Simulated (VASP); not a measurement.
Input of a VASP 6.6.1 run:

INCAR

```
  PREC = Accurate
  ENCUT = 520
  EDIFF = 1E-7
  ISMEAR = -1
  SIGMA = 0.05
  LREAL = F
  LASPH = T
  NELM = 60
  ALGO = Normal
  ISIF = 2
  LWAVE = F
  LCHARG = T
  GGA = PS
  LELF = T
  LVHAR = T
  NBANDS = 12
```

The input KPOINTS:

```
regular mesh
0
Gamma
  14 14 14
```

POSCAR

```
Ti
1.0
   -1.6272094320      1.6272094320      1.6272094320
    1.6272094320     -1.6272094320      1.6272094320
    1.6272094320      1.6272094320     -1.6272094320
Ti
1
Direct
    0.0000000000      0.0000000000      0.0000000000
```

Potentials or basis: VASP PAW PBE potentials, release 64 (Ti_sv).

Launch:

```bash
$ cat potpaw_PBE.64/Ti_sv/POTCAR > POTCAR
$ mpirun -np 1 vasp_std > vasp.out
```

Problem. Estimate the band gap on the k mesh.

Solution. Zero (band 6 reaches 9.03 eV, above the bottom of band 7 at 7.38 eV).

Problem. Estimate the pressure.

Solution. -4.5 GPa.

Caveat: the PAW data sets were made with another functional, which shifts forces and pressure a little.
